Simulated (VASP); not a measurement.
# Hg3IrN2: single point with PBE

Crystal: Hg3IrN2.

```
Hg Ir N
1.0
     3.27894   -6.67318    0.00000
     3.27894    6.67318    0.00000
     0.00000    0.00000    3.06336
Hg Ir N
3 1 2
Direct
  0.24012 0.75988 0.00000
  0.75988 0.24012 0.00000
  0.50000 0.50000 0.00000
  0.00000 0.00000 0.50000
  0.18436 0.18436 0.00000
  0.81564 0.81564 0.00000
```

```yaml
Program: VASP 6.6.1
Task: single point
Functional: PBE
Potentials_or_basis: VASP PAW PBE potentials, release 64 (Hg, Ir, N)
Cutoff: 520 eV
k_mesh: 6 × 6 × 10
Occupations: gaussian, width 0.1 eV
Spin: no spin polarisation
Dipole_correction: no
Further_INCAR_settings: ALGO = Normal; EDIFF = 1e-06; NBANDS = 36
```

* Pressure: 0.8 GPa
* Largest force: 0.004 eV/Å
* Band gap on the k mesh: zero (an odd number of electrons rules out a gap without spin polarisation)

Forces in eV/Å, atoms in the order of the input:
```
Hg   0.000 -0.001  0.000
Hg   0.000  0.001  0.000
Hg   0.000  0.000  0.000
Ir   0.000  0.000  0.000
N    0.004  0.000  0.000
N   -0.004  0.000  0.000
```

Stress tensor (GPa, compression positive):
```
1.50 0.00 0.00
0.00 0.00 0.00
0.00 0.00 1.03
```

Levels at points of the mesh, in eV from the Fermi level:
```tsv
k point	band 25	band 26	band 27	band 28	band 29	band 30	band 31	band 32
(0.00, 0.00, 0.00)	-2.15	-1.77	-1.59	-1.41	0.49	1.72	1.81	2.71
(0.50, 0.00, 0.00)	-1.84	-1.41	-1.34	-0.46	1.03	2.68	2.75	4.06
(0.50, 0.50, 0.00)	-2.15	-1.77	-1.41	-0.61	0.30	1.61	1.72	1.80
(0.00, 0.00, 0.50)	-1.17	-1.15	-0.79	0.95	1.05	1.72	2.01	2.57
(0.50, 0.00, 0.50)	-1.65	-0.73	-0.51	-0.33	1.05	1.99	2.03	2.48
(0.50, 0.50, 0.50)	-1.14	-1.10	-0.69	0.27	1.41	1.43	1.52	3.11
```

It took 2.9 min on 1 thread of Intel(R) Xeon(R) 6975P-C (Granite Rapids) (shared host), peak memory 0.49 GiB.

Caveat: spin-orbit coupling is left out, which moves the levels of the heavy elements.
